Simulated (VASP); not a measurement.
# ZnO (P6_3mc) in VASP: further runs, part 2 of 2

VASP 6.6.1.

## 3. Single point, PBE

This run uses another cell than the first one, of 8.32 Å³/atom, 0.675 times its volume.

File INCAR:

```
SYSTEM = ZnO
ALGO = Normal ; EDIFF = 1E-7
ENCUT = 520 ; GGA = PE
ISIF = 2 ; ISMEAR = 0
LASPH = .True. ; LCHARG = .False.
LREAL = .False. ; LWAVE = .False.
NBANDS = 46 ; NELM = 60
PREC = Accurate ; SIGMA = 0.1
```

File KPOINTS:

```
k-points
0
Gamma
  6 6 2
  0 0 0
```

File POSCAR:

```
ZnO
1.0
    2.8629880900      0.0000000000      0.0000000000
   -1.4314940500      2.4794204200      0.0000000000
    0.0000000000      0.0000000000      9.3741897800
Zn O
4 4
Direct
    0.6666666700      0.3333333300      0.8440196800
    0.3333333300      0.6666666700      0.3440196800
    0.0000000000      0.0000000000      0.5940721300
    0.0000000000      0.0000000000      0.0940721300
    0.6666666700      0.3333333300      0.6559803200
    0.3333333300      0.6666666700      0.1559803200
    0.0000000000      0.0000000000      0.4059278700
    0.0000000000      0.0000000000      0.9059278700
```

Potentials or basis: VASP PAW PBE potentials, release 64 (Zn, O).

Started as:

```bash
> cat potpaw_PBE.64/Zn/POTCAR potpaw_PBE.64/O/POTCAR > POTCAR
> mpirun -np 1 vasp_std > vasp.out
```

OUTCAR:

```text
SYSTEM = ZnO
   EDIFF = 1E-7
   ENCUT = 520
   GGA = PE
   ISIF = 2
   ISMEAR = 0
   LASPH = .True.
   LREAL = .False.
   NELM = 60
   PREC = Accurate

 ion  position               nearest neighbor table
   1  0.667  0.333  0.844-   8 1.75   8 1.75   8 1.75   5 1.76   3 2.87   3 2.87   3 2.87   4 2.87
                             4 2.87   4 2.87
   2  0.333  0.667  0.344-   7 1.75   7 1.75   7 1.75   6 1.76   4 2.87   4 2.87   4 2.87   3 2.87
                             3 2.87   3 2.87
   3  0.000  0.000  0.594-   5 1.75   5 1.75   5 1.75   7 1.76   1 2.87   1 2.87   1 2.87   2 2.87
                             2 2.87   2 2.87
   4  0.000  0.000  0.094-   6 1.75   6 1.75   6 1.75   8 1.76   2 2.87   2 2.87   2 2.87   1 2.87
                             1 2.87   1 2.87
   5  0.667  0.333  0.656-   3 1.75   3 1.75   3 1.75   1 1.76
   6  0.333  0.667  0.156-   4 1.75   4 1.75   4 1.75   2 1.76
   7  0.000  0.000  0.406-   2 1.75   2 1.75   2 1.75   3 1.76
   8  0.000  0.000  0.906-   1 1.75   1 1.75   1 1.75   4 1.76

  LATTYP: Found a hexagonal cell.
 ALAT       =     2.8629880900
 C/A-ratio  =     3.2742678227

  Lattice vectors:

 A1 = (   2.8629880900,   0.0000000000,   0.0000000000)
 A2 = (  -1.4314940500,   2.4794204200,   0.0000000000)
 A3 = (   0.0000000000,   0.0000000000,   9.3741897800)

Analysis of symmetry for initial positions (statically):
=====================================================================
 Subroutine PRICEL returns:
 Original cell was already a primitive cell.

 Routine SETGRP: Setting up the symmetry group for a
 hexagonal supercell.

 Subroutine GETGRP returns: Found 12 space group operations
 (whereof  6 operations were pure point group operations)
 out of a pool of 24 trial point group operations.

The static configuration has the point symmetry C_3v.
 The point group associated with its full space group is C_6v.

Analysis of symmetry for dynamics (positions and initial velocities):
[... 136 lines left out ...]
  Thomas-Fermi vector in A             =   2.764370
   LORBIT       =      0    0 simple, 1 ext, 2 COOP (PROOUT), +10 PAW based schemes
   GGA     = PE    functional components
   LHFCALC =     F    Hartree Fock is set to
   AEXX    =    0.0000 exact exchange contribution
   IVDW    =     0    specifies the selected vdW correction
   LEPSILON=     F    determine dielectric tensor
   LRPA    =     F    only Hartree local field effects (RPA)
 non-spin polarized calculation
 Gauss-broadening in eV      SIGMA  =   0.10
  energy-cutoff  :      520.00
  volume of cell :       66.54
 maximum number of plane-waves:      1822
 NGX is ok and might be reduce to    24
   NGX = 11   NGY = 11   NGZ = 35

 number of electron      72.0000036 magnetization

 Free energy of the ion-electron system (eV)
  ---------------------------------------------------
  ext. energy  EPLUGINS =         0.00000000
  ---------------------------------------------------
  free energy    TOTEN  =       -26.76115648 eV

  energy without entropy =      -26.76115648  energy(sigma->0) =      -26.76115648

 E-fermi :   5.8436     XC(G=0): -12.9749

 val. band max:        5.2965454629   @ k =   0.0000   0.0000   0.0000
 cond. band min:       6.4940929073   @ k =   0.0000   0.0000   0.0000
 fundamental gap:      1.1975474444
 Fermi energy:         5.8436358736

 k-point     1 :       0.0000    0.0000    0.0000
  band No.  band energies     occupation
      1     -16.5217      2.00000
      2     -15.8828      2.00000
      3     -15.8496      2.00000
      4     -15.1357      2.00000
      5      -3.9053      2.00000
      6      -3.7236      2.00000
[... 675 lines left out ...]
     45      17.3445      0.00000
     46      17.3445      0.00000

------------------------ aborting loop because EDIFF is reached ----------------------------------------

  FORCE on cell =-STRESS in cart. coord.  units (eV):
  Direction    XX          YY          ZZ          XY          YZ          ZX
  --------------------------------------------------------------------------------------
  -------------------------------------------------------------------------------------
  Total       52.5863601     52.5863602     50.7094173     -0.0000001      0.0000000      0.0000000
  in kB     1266.1356491   1266.1356525   1220.9440037     -0.0000026      0.0000000      0.0000000
  external PRESSURE =    1251.0717684 kB  Pullay stress =       0.0000000 kB

 VOLUME and BASIS-vectors are now :
 -----------------------------------------------------------------------------
  energy-cutoff  :      520.00
  volume of cell :       66.54
      direct lattice vectors                 reciprocal lattice vectors
     2.862988090  0.000000000  0.000000000     0.349285421  0.201660032  0.000000000
    -1.431494050  2.479420420  0.000000000     0.000000000  0.403320063  0.000000000
     0.000000000  0.000000000  9.374189780     0.000000000  0.000000000  0.106675886

 POSITION                                       TOTAL-FORCE (eV/Angst)
 -----------------------------------------------------------------------------------
      1.43149      0.82647      7.91200         0.000000      0.000000     -0.207920
     -0.00000      1.65295      3.22491        -0.000000      0.000000     -0.207920
      0.00000      0.00000      5.56894        -0.000000      0.000000     -0.347667
      0.00000      0.00000      0.88185        -0.000000      0.000000     -0.347667
      1.43149      0.82647      6.14928        -0.000000      0.000000      0.284735
     -0.00000      1.65295      1.46219        -0.000000     -0.000000      0.284735
      0.00000      0.00000      3.80524        -0.000000      0.000000      0.270852
      0.00000      0.00000      8.49234         0.000000     -0.000000      0.270852
 -----------------------------------------------------------------------------------
    total drift:                               -0.000002     -0.000003     -0.007189

  FREE ENERGIE OF THE ION-ELECTRON SYSTEM (eV)
  ---------------------------------------------------
  free  energy   TOTEN  =       -26.7611564803 eV

  energy  without entropy=      -26.7611564803  energy(sigma->0) =      -26.76115648
```

Run time: 58 s. Hardware: 1 thread of Intel Xeon 6975P-C, shared host; peak memory 0.2 GiB.

What came out:

- Free energy: -26.7612 eV
- Pressure: 125.1 GPa
- Largest force: 0.348 eV/Å
- Band gap on the k mesh: 1.20 eV, direct

Forces on the atoms (eV/Å):
```
Zn   0.000  0.000 -0.208
Zn   0.000  0.000 -0.208
Zn   0.000  0.000 -0.348
Zn   0.000  0.000 -0.348
O    0.000  0.000  0.285
O    0.000  0.000  0.285
O    0.000  0.000  0.271
O    0.000  0.000  0.271
```

Levels at points of the mesh, in eV from the valence-band top:
```tsv
k point	band 34	band 35	band 36	band 37	band 38	band 39
(0.00, 0.00, 0.00)	-0.14	0.00	0.00	1.20	4.04	4.24
(0.50, 0.00, 0.00)	-2.24	-1.61	-1.37	5.55	5.97	7.29
(0.00, 0.00, 0.50)	-0.18	-0.18	-0.18	2.33	2.33	5.85
(0.50, 0.00, 0.50)	-1.89	-1.65	-1.65	6.05	6.05	6.90
```

Caveat: the k points lie up to 0.42 Å⁻¹ apart. Expect the measured gap to be larger: semilocal functionals such as PBE lack the derivative discontinuity.

## 4. Single point, PBE

File INCAR:

```
SYSTEM = ZnO
  PREC = Accurate
  ENCUT = 520
  EDIFF = 1E-6
  ISMEAR = 0
  SIGMA = 0.1
  LREAL = .FALSE.
  LASPH = .TRUE.
  NELM = 100
  ALGO = Normal
  ISIF = 2
  LWAVE = .FALSE.
  LCHARG = .FALSE.
  GGA = PE
  NBANDS = 46
```

File KPOINTS:

```
regular mesh
0
G
  6 6 2
  0 0 0
```

File POSCAR:

```
ZnO
1.0
    3.2714017954      0.0000000033      0.0000000000
   -1.6357009006      2.8331170592      0.0000000000
    0.0000000000      0.0000000000     10.6247035683
Zn O
4 4
Direct
    0.6666666667      0.3333333333      0.8441259601
    0.3333333333      0.6666666667      0.3441259601
    0.0000000000      0.0000000000      0.5943064134
    0.0000000000      0.0000000000      0.0943064134
    0.6666666667      0.3333333333      0.6559150855
    0.3333333333      0.6666666667      0.1559150855
    0.0000000000      0.0000000000      0.4056525410
    0.0000000000      0.0000000000      0.9056525410
```

Started as:

```bash
> cat potpaw_PBE.64/Zn/POTCAR potpaw_PBE.64/O/POTCAR > POTCAR
> mpirun -np 1 vasp_std > vasp.out
```

It took 69 s on 1 thread of Intel Xeon 6975P-C, shared host; peak memory 0.22 GiB.

It converged, with:

| Quantity | Value |
| --- | --- |
| Free energy | -35.6879 eV |
| Pressure | 1.0 GPa |
| Largest force | 0.004 eV/Å |
| Band gap on the k mesh | 0.67 eV, direct |

Forces in eV/Å, atoms in the order of the input:
```
Zn   0.000  0.000  0.001
Zn   0.000  0.000  0.001
Zn   0.000  0.000  0.002
Zn   0.000  0.000  0.002
O    0.000  0.000 -0.004
O    0.000  0.000 -0.004
O    0.000  0.000  0.002
O    0.000  0.000  0.002
```

Levels at points of the mesh, in eV from the valence-band top:
| k point | band 34 | band 35 | band 36 | band 37 | band 38 | band 39 |
| --- | --- | --- | --- | --- | --- | --- |
| (0.00, 0.00, 0.00) | -0.04 | 0.00 | 0.00 | 0.67 | 3.21 | 3.37 |
| (0.50, 0.00, 0.00) | -1.34 | -0.91 | -0.78 | 5.31 | 5.33 | 6.15 |
| (0.00, 0.00, 0.50) | -0.11 | -0.11 | -0.11 | 1.79 | 1.79 | 4.61 |
| (0.50, 0.00, 0.50) | -1.17 | -0.96 | -0.96 | 5.59 | 5.59 | 5.96 |

As with any semilocal functional, this PBE gap is likely too small.

## 5. Single point, PBE

File INCAR:

```
ALGO     = Normal         # electronic algorithm
EDIFF    = 1E-6           # SCF threshold, eV
ENCUT    = 520            # plane-wave cutoff, eV
GGA      = PE             # functional
ISIF     = 2              # what is computed and relaxed
ISMEAR   = 0              # smearing method
LASPH    = True           # aspherical terms in the spheres
LCHARG   = True           # write CHGCAR
LELF     = True           # ELF
LREAL    = False          # projectors in reciprocal space
LVHAR    = True         
LWAVE    = False          # write WAVECAR
NBANDS   = 46             # bands
NELM     = 80             # most SCF steps
PREC     = Accurate       # precision mode
SIGMA    = 0.1            # smearing width, eV
```

File KPOINTS:

```
k-points
0
Gamma
  6 6 2
```

File POSCAR:

```
ZnO
1.0
    3.2718122525      0.0000000000      0.0000000000
   -1.6359061262      2.8334725271      0.0000000000
    0.0000000000      0.0000000000     10.6299963391
Zn O
4 4
Direct
    0.6666666667      0.3333333333      0.8441010606
    0.3333333333      0.6666666667      0.3441010606
    0.0000000000      0.0000000000      0.5943078470
    0.0000000000      0.0000000000      0.0943078470
    0.6666666667      0.3333333333      0.6559158559
    0.3333333333      0.6666666667      0.1559158559
    0.0000000000      0.0000000000      0.4056752366
    0.0000000000      0.0000000000      0.9056752366
```

Started as:

```bash
> cat potpaw_PBE.64/Zn/POTCAR potpaw_PBE.64/O/POTCAR > POTCAR
> mpirun -np 1 vasp_std > vasp.out
```

Wall time 66 s (1 thread of Intel Xeon 6975P-C, shared host); peak memory 0.22 GiB.

It converged, with:

```yaml
Free_energy: -35.6883 eV
Pressure: 0.9 GPa
Band_gap_on_the_k_mesh: 0.67 eV, direct
```

Levels at points of the mesh, in eV from the valence-band top:
```
           k point  band 34  band 35  band 36  band 37  band 38  band 39
(0.00, 0.00, 0.00)    -0.04     0.00     0.00     0.67     3.21     3.36
(0.50, 0.00, 0.00)    -1.34    -0.91    -0.78     5.31     5.33     6.15
(0.00, 0.00, 0.50)    -0.11    -0.11    -0.11     1.79     1.79     4.61
(0.50, 0.00, 0.50)    -1.17    -0.96    -0.96     5.59     5.59     5.96
```

A hybrid or GW would open this gap; PBE tends to underestimate it.

## 6. Relaxation of cell and atoms, PBE

This run uses another cell than the first one, of 8.32 Å³/atom, 0.675 times its volume.

File INCAR:

```
PREC = Accurate
ENCUT = 600
EDIFF = 1E-6
ISMEAR = 0
SIGMA = 0.1
LREAL = False
LASPH = True
NELM = 100
ALGO = Normal
ISIF = 3
LWAVE = False
LCHARG = False
GGA = PE
IBRION = 2
NSW = 90
EDIFFG = -0.04
```

File KPOINTS:

```
Automatic mesh
0
Gamma
  6 6 2
```

File POSCAR:

```
ZnO
1.0
    2.8629880900      0.0000000000      0.0000000000
   -1.4314940500      2.4794204200      0.0000000000
    0.0000000000      0.0000000000      9.3741897800
Zn O
4 4
Direct
    0.6666666700      0.3333333300      0.8440196800
    0.3333333300      0.6666666700      0.3440196800
    0.0000000000      0.0000000000      0.5940721300
    0.0000000000      0.0000000000      0.0940721300
    0.6666666700      0.3333333300      0.6559803200
    0.3333333300      0.6666666700      0.1559803200
    0.0000000000      0.0000000000      0.4059278700
    0.0000000000      0.0000000000      0.9059278700
```

Potentials or basis: VASP PAW PBE potentials, release 64 (Zn, O).

Started as:

```bash
> cat potpaw_PBE.64/Zn/POTCAR potpaw_PBE.64/O/POTCAR > POTCAR
> mpirun -np 1 vasp_std > vasp.out
```

It took 4.3 min on 1 thread of Intel Xeon 6975P-C, shared host; peak memory 0.23 GiB.

Results (log left out):

```yaml
Free_energy: -35.6290 eV
Relaxed_volume: 12.34 Å³/atom
Relaxed_cell: a = 3.267 Å, b = 3.267 Å, c = 10.681 Å, α = 90.00°, β = 90.00°, γ = 120.00°
Space_group_after_relaxing_to_0.05_Å: P6_3mc (No. 186)
Energy_gained_by_relaxing: 1106.1 meV/atom
Ionic_steps: 6
Pressure_after_relaxing: 0.0 GPa
Largest_force_after_relaxing: 0.033 eV/Å
Band_gap_on_the_k_mesh: 0.66 eV, direct
```

Forces on the atoms (eV/Å):
```
Zn   0.000  0.000  0.009
Zn   0.000  0.000  0.009
Zn   0.000  0.000  0.033
Zn   0.000  0.000  0.033
O    0.000  0.000 -0.023
O    0.000  0.000 -0.023
O    0.000  0.000 -0.020
O    0.000  0.000 -0.020
```

Stress tensor (GPa, compression positive):
```
 0.20  0.00  0.00
 0.00  0.20  0.00
 0.00  0.00 -0.35
```

Step by step:
| step | energy change (eV) | largest force (eV/Å) | pressure (GPa) | volume (Å³) |
| --- | --- | --- | --- | --- |
| 1 | 0.0000 | 0.3474 | 124.79 | 66.54 |
| 2 | -2.5291 | 0.0529 | -29.72 | 150.46 |
| 3 | -8.8255 | 0.1588 | -2.95 | 100.88 |
| 4 | -8.8430 | 0.1576 | -1.15 | 99.52 |
| 5 | -8.8460 | 0.1565 | 0.09 | 98.66 |
| 6 | -8.8489 | 0.0335 | 0.02 | 98.70 |

Final structure:
```yaml
crystal:
  lattice:
    - [3.26651, 0.00000, 0.00000]
    - [-1.63326, 2.82888, 0.00000]
    - [0.00000, 0.00000, 10.68133]
  atoms:
    - { symbol: Zn, position: [0.66667, 0.33333, 0.84365] }
    - { symbol: Zn, position: [0.33333, 0.66667, 0.34365] }
    - { symbol: Zn, position: [0.00000, 0.00000, 0.59368] }
    - { symbol: Zn, position: [0.00000, 0.00000, 0.09368] }
    - { symbol: O, position: [0.66667, 0.33333, 0.65646] }
    - { symbol: O, position: [0.33333, 0.66667, 0.15646] }
    - { symbol: O, position: [0.00000, 0.00000, 0.40622] }
    - { symbol: O, position: [0.00000, 0.00000, 0.90622] }
```

Levels at points of the mesh, in eV from the valence-band top:
| k point | band 32 | band 33 | band 34 | band 35 | band 36 | band 37 | band 38 | band 39 | band 40 | band 41 |
| --- | --- | --- | --- | --- | --- | --- | --- | --- | --- | --- |
| (0.00, 0.00, 0.00) | -0.36 | -0.36 | -0.04 | 0.00 | 0.00 | 0.66 | 3.20 | 3.35 | 5.24 | 7.89 |
| (0.50, 0.00, 0.00) | -1.41 | -1.39 | -1.37 | -0.93 | -0.76 | 5.30 | 5.32 | 6.15 | 6.38 | 7.69 |
| (0.00, 0.00, 0.50) | -0.65 | -0.11 | -0.11 | -0.11 | -0.11 | 1.78 | 1.78 | 4.61 | 4.61 | 8.49 |
| (0.50, 0.00, 0.50) | -1.89 | -1.19 | -1.19 | -0.94 | -0.94 | 5.58 | 5.58 | 5.95 | 5.95 | 7.87 |

Caveat: the k points lie up to 0.37 Å⁻¹ apart in the final cell; the volume moved by over 15 % at a fixed basis, so the end points are rough.

## 7. Overview

```csv
task,cell,k mesh,cutoff (eV),smearing,gap on the mesh (eV),pressure (GPa),largest force (eV/Å)
single point,"a = 3.272, b = 3.272, c = 10.630 Å, angles 90.0, 90.0, 120.0°, 8 atoms",12 × 12 × 4,520,gaussian 0.02 eV,0.67,0.9,-
single point,"a = 2.863, b = 2.863, c = 9.374 Å, angles 90.0, 90.0, 120.0°, 8 atoms",6 × 6 × 2,520,gaussian 0.1 eV,1.20,125.1,0.35
single point,"a = 3.271, b = 3.271, c = 10.625 Å, angles 90.0, 90.0, 120.0°, 8 atoms",6 × 6 × 2,520,gaussian 0.1 eV,0.67,1.0,-
single point,"a = 3.272, b = 3.272, c = 10.630 Å, angles 90.0, 90.0, 120.0°, 8 atoms",6 × 6 × 2,520,gaussian 0.1 eV,0.67,0.9,-
relaxation of cell and atoms,"relaxed from a = 2.863, b = 2.863, c = 9.374 Å, angles 90.0, 90.0, 120.0°, 8 atoms",6 × 6 × 2,600,gaussian 0.1 eV,0.66,0.0,0.03
```

Alike in all rows: level PBE; potentials or basis VASP PAW PBE potentials, release 64 (Zn, O); no spin polarisation.

Caveats: some runs use coarse meshes; the volume moved by over 15 % at a fixed basis, so the end points are rough (some runs).

Total energies depend on the potentials used, so only differences within one code and one set of settings carry meaning.
